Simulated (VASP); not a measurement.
HC12 (a cell with a defect): single point with LDA

HC12 (a cell with a defect):

```
C H
1.0
     1.76575   -3.53150   -1.76575
     3.53150   -1.76575    1.76575
    -1.76575   -3.53150    1.76575
C H
12 1
Direct
  0.25000 0.00000 0.25000
  0.08333 0.33333 0.75000
  0.91667 0.66667 0.25000
  0.75000 0.00000 0.75000
  0.58333 0.33333 0.25000
  0.41667 0.66667 0.75000
  0.95833 0.33333 0.12500
  0.79167 0.66667 0.62500
  0.62500 0.00000 0.12500
  0.45833 0.33333 0.62500
  0.29167 0.66667 0.12500
  0.12500 0.00000 0.62500
  0.18056 0.13889 0.54167
```

| Property | Result |
| --- | --- |
| Program | VASP 6.6.1 |
| Task | single point |
| Functional | LDA |
| Potentials or basis | VASP PAW LDA potentials, release 64 (C, H) |
| Cutoff | 520 eV |
| k mesh | 6 × 6 × 6 |
| Occupations | gaussian, width 0.05 eV |
| Spin | no spin polarisation |
| Dipole correction | no |
| Charge | 1 |
| Further INCAR settings | ALGO = Normal; EDIFF = 1e-06; NBANDS = 36; NELECT = 48.0 |

```yaml
Largest_force: 37.714 eV/Å
```

Forces in eV/Å, atoms in the order of the input:
```
C     1.068   2.587  -2.426
C     1.659  -4.111   4.454
C     0.394   0.177  -0.204
C     0.075   0.135   0.592
C     0.235   0.141  -0.098
C     0.054  -0.524   0.153
C    -0.709   0.163   0.120
C     0.091   0.354  -0.268
C     0.065  -0.428  -0.182
C     0.324  -0.077  -0.273
C    -0.359  -0.139   0.299
C   -36.986   7.330  -0.807
H    34.087  -5.610  -1.360
```

Levels at points of the mesh, in eV from the Fermi level:
```csv
k point,band 21,band 22,band 23,band 24,band 25,band 26,band 27,band 28
"(0.00, 0.00, 0.00)",-3.25,-0.68,-0.56,-0.31,4.18,4.98,5.11,5.70
"(0.50, 0.00, 0.00)",-4.78,-4.46,-3.02,-2.25,5.14,5.57,6.09,6.40
"(0.50, 0.50, 0.00)",-4.82,-4.46,-2.82,-2.18,4.52,5.29,6.03,6.67
"(0.00, 0.50, 0.00)",-3.43,-3.31,-2.18,-1.64,4.17,4.32,5.18,7.39
"(0.00, 0.00, 0.50)",-3.27,-2.42,-1.89,-1.88,4.45,6.36,6.88,7.04
"(0.50, 0.00, 0.50)",-4.07,-3.75,-3.25,-3.16,3.28,4.46,5.36,5.82
"(0.50, 0.50, 0.50)",-3.85,-3.76,-3.26,-3.23,4.17,4.26,5.17,5.52
"(0.00, 0.50, 0.50)",-4.73,-4.49,-4.26,-4.17,3.98,5.18,5.85,6.02
```

Wall time 2.2 min on 1 thread of Intel(R) Xeon(R) Platinum 8488C (Sapphire Rapids) (shared host), peak memory 0.27 GiB.

Caveat: the cell carries a net charge on a neutralising background, which shifts energy and pressure; the cell is charged against a uniform background, so pressure and absolute levels hang on convention.
